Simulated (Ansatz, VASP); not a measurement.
This is a calculation of Ni for Ansatz 0.2.0.

input.yaml

```yaml
crystal:
  lattice:
    - [2.4480228978, 0.0, 0.0]
    - [-1.2240114489, 2.1200500186, 0.0]
    - [0.0, 0.0, 4.07280757]
  atoms:
    - { symbol: Ni, position: [0.67277, 0.335479, 0.755409], spin: 1.0 }
    - { symbol: Ni, position: [0.342177, 0.658358, 0.244472], spin: 1.0 }
kpoints:
  mp_grid: { grid: [12, 12, 7] }
scf:
  occupations: { method: fermi_dirac, width: 0.05 }
hamiltonian:
  xc: pbesol
  pseudopotentials: { kind: all_electron, lapw: { basis_error: 0.001 } }
magnetization:
  spin_polarized: true
output:
  forces: true
  stress: true
  eigenvalues: true
  populations: true
```

Potentials or basis: all-electron LAPW, scalar-relativistic.

Run with:

```console
$ ansatz run input.yaml --threads 2 --pin off --max-ram 6144MiB --backend cpu --events-out ev --progress --plain --runs-dir out
```

Q: Set up the same calculation for VASP 6.6.1. Potentials there: VASP PAW PBE potentials, release 64 (Ni).

A: As run (the cutoff follows the program's own potentials):

The input INCAR:

```
  ALGO = Normal
  EDIFF = 1E-7
  ENCUT = 520
  GGA = PS
  ISIF = 2
  ISMEAR = -1
  ISPIN = 2
  LASPH = T
  LCHARG = F
  LMAXMIX = 4
  LORBIT = 11
  LREAL = F
  LUSENCCL = F
  LWAVE = F
  MAGMOM = 1 1
  NBANDS = 21
  NELM = 150
  PREC = Accurate
  SIGMA = 0.05
```

File KPOINTS:

```
k-points
0
Gamma
  12 12 7
```

The input POSCAR:

```
Ni
1.0
    2.4480228978      0.0000000000      0.0000000000
   -1.2240114489      2.1200500186      0.0000000000
    0.0000000000      0.0000000000      4.0728075700
Ni
2
Direct
    0.6727700000      0.3354790000      0.7554090000
    0.3421770000      0.6583580000      0.2444720000
```

Potentials or basis: VASP PAW PBE potentials, release 64 (Ni).

Run with:

```bash
$ cat potpaw_PBE.64/Ni/POTCAR > POTCAR
$ mpirun -np 1 vasp_std > vasp.out
```

Both were run:

|  | VASP | Ansatz | Ansatz less VASP |
| --- | --- | --- | --- |
| gap on the k mesh at the Fermi level (eV) | none | none | - |
| pressure (GPa) | -2.8 | -2.7 | +0.04 |
| traceless stress, the component that is largest in VASP (GPa) | -2.41 | -2.47 | -0.053 |
| rms of the force components (eV/Å) | 0.232 | 0.234 | +0.0024 |
| net moment per atom (μB) | 0.64 | 0.65 | +0.017 |
| size of the moment on the site where the two differ most (μB) | 0.64 | 0.68 | +0.036 |

VASP's potentials were made for PBE, not for PBEsol. Site moments also hang on the region over which each program counts them. Atom by atom the forces differ by 0.002 eV/Å (rms over components). A gap of «none» marks a metal or a gap that the smearing closes. Ansatz ran all-electron here, and VASP with PAW potentials.
